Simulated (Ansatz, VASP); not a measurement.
**One calculation of Au, two programs**

INCAR

```
ALGO     = Normal         # electronic algorithm
EDIFF    = 1E-6           # SCF threshold, eV
ENCUT    = 500            # plane-wave cutoff, eV
GGA      = CA             # functional
GGA_COMPAT= False        
ISIF     = 2              # what is computed and relaxed
ISMEAR   = -1             # smearing method
LASPH    = True           # aspherical terms in the spheres
LCHARG   = True           # write CHGCAR
LELF     = True           # ELF
LREAL    = False          # projectors in reciprocal space
LVHAR    = True         
LWAVE    = False          # write WAVECAR
NBANDS   = 18             # bands
NELM     = 120            # most SCF steps
PREC     = Accurate       # precision mode
SIGMA    = 0.08           # smearing width, eV
```

Contents of KPOINTS:

```
k-points
0
Gamma
  15 15 8
```

File POSCAR:

```
Au
1.0
    2.6463621665      0.0000000000      0.0000000000
   -1.3231810833      2.2918168638      0.0000000000
    0.0000000000      0.0000000000      4.3781208517
Au
2
Direct
    0.3333333333      0.6666666667      0.2500000000
    0.6666666667      0.3333333333      0.7500000000
```

Input for Ansatz:

```yaml
crystal:
  lattice:
    - [2.6463621665, 0.0, 0.0]
    - [-1.3231810833, 2.2918168638, 0.0]
    - [0.0, 0.0, 4.3781208517]
  atoms:
    - { symbol: Au, position: [0.3333333333, 0.6666666667, 0.25] }
    - { symbol: Au, position: [0.6666666667, 0.3333333333, 0.75] }
kpoints:
  mp_grid: { grid: [15, 15, 8] }
scf:
  occupations: { method: fermi_dirac, width: 0.08 }
hamiltonian:
  xc: lda
  pseudopotentials: { kind: all_electron, lapw: { basis_error: 0.001 } }
output:
  forces: true
  stress: true
  eigenvalues: true
  populations: true
```

Change from the starting cell: volume scaled by 0.8, LAPW.

Alike in both runs: task single point; functional LDA; k mesh 15 × 15 × 8; occupations fermi-dirac, width 0.08 eV; no spin polarisation.

```csv
,VASP,Ansatz
version,VASP 6.6.1,Ansatz 0.2.0
potentials or method,"VASP PAW LDA potentials, release 64 (Au), cutoff 500 eV","all-electron LAPW, scalar-relativistic"
```

|  | VASP | Ansatz | Ansatz less VASP |
| --- | --- | --- | --- |
| pressure (GPa) | 81.6 | 80.1 | -1.46 |
| traceless stress, the component that is largest in VASP (GPa) | -0.11 | -0.02 | +0.090 |

LDA's correlation is that of Perdew and Zunger in VASP and of Perdew and Wang (1992) in Ansatz. Both programs put the cell under a high pressure, so it lies far from rest at this level. Ansatz ran all-electron here, and VASP with PAW potentials.

Neither program's run includes spin-orbit coupling. Noted on VASP's run: the cell as given lies far from equilibrium.
